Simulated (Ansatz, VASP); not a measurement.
## One calculation of C, two programs

Contents of POSCAR:

```
C
1.0
    0.0000000000      1.8513291082      1.8513291082
    1.8513291082      0.0000000000      1.8513291082
    1.8513291082      1.8513291082      0.0000000000
C
2
Direct
    0.0000000000      0.0000000000      0.0000000000
    0.2500000000      0.2500000000      0.2500000000
```

File INCAR.step1:

```
ALGO = Normal
EDIFF = 1E-5
ENCUT = 520
GGA = PE
ISIF = 2
ISMEAR = 0
LASPH = T
LCHARG = F
LREAL = F
LWAVE = T
NBANDS = 11
NELM = 60
PREC = Accurate
SIGMA = 0.01
```

Contents of INCAR.step2:

```
ALGO = Normal
EDIFF = 1E-7
ENCUT = 520
GGA = PE
HFSCREEN = 0.2079
ISIF = 2
ISMEAR = 0
ISTART = 1
LASPH = T
LCHARG = F
LHFCALC = T
LREAL = F
LWAVE = F
NBANDS = 11
NELM = 60
PREC = Accurate
PRECFOCK = Normal
SIGMA = 0.01
```

KPOINTS

```
k-points
0
Gamma
  8 8 8
```

Input for Ansatz:

```yaml
crystal:
  lattice:
    - [0.0, 1.8513291082, 1.8513291082]
    - [1.8513291082, 0.0, 1.8513291082]
    - [1.8513291082, 1.8513291082, 0.0]
  atoms:
    - { symbol: C, position: [0.0, 0.0, 0.0] }
    - { symbol: C, position: [0.25, 0.25, 0.25] }
kpoints:
  mp_grid: { grid: [8, 8, 8] }
  band_path:
    path:
      - [0.0, 0.0, 0.0]
      - [0.5, 0.0, 0.5]
      - [0.625, 0.25, 0.625]
      - [0.375, 0.375, 0.75]
      - [0.5, 0.5, 0.5]
      - [0.5, 0.25, 0.75]
      - [0.0, 0.359375, 0.359375]
    npoints: 1
hamiltonian:
  xc: hse06
scf:
  occupations: { method: fixed }
  n_extra_bands: 4
output:
  forces: true
  stress: true
  eigenvalues: true
```

Change from the starting cell: hydrostatic strain +4.0%.

Alike in both runs: task single point; functional HSE06; k mesh 8 × 8 × 8; no spin polarisation.

```csv
,VASP,Ansatz
version,VASP 6.6.1,Ansatz 0.2.0
potentials or method,"VASP PAW PBE potentials, release 64 (C)","plane waves, PAW"
plane-wave cutoff (eV),520,420
occupations,"gaussian, width 0.01 eV",fixed
valence electrons in the cell,8,8
```

|  | VASP | Ansatz | Ansatz less VASP |
| --- | --- | --- | --- |
| gap on the k mesh at the Fermi level (eV) | 5.01 | 5.02 | +0.011 |
| pressure (GPa) | -47.7 | -48.2 | -0.44 |

Both programs put the cell under strong tension, so it lies far from rest at this level. Ansatz's warnings: stress exchange threshold loose, stress scf threshold loose.

Noted on VASP's run: the cell as given lies far from equilibrium.
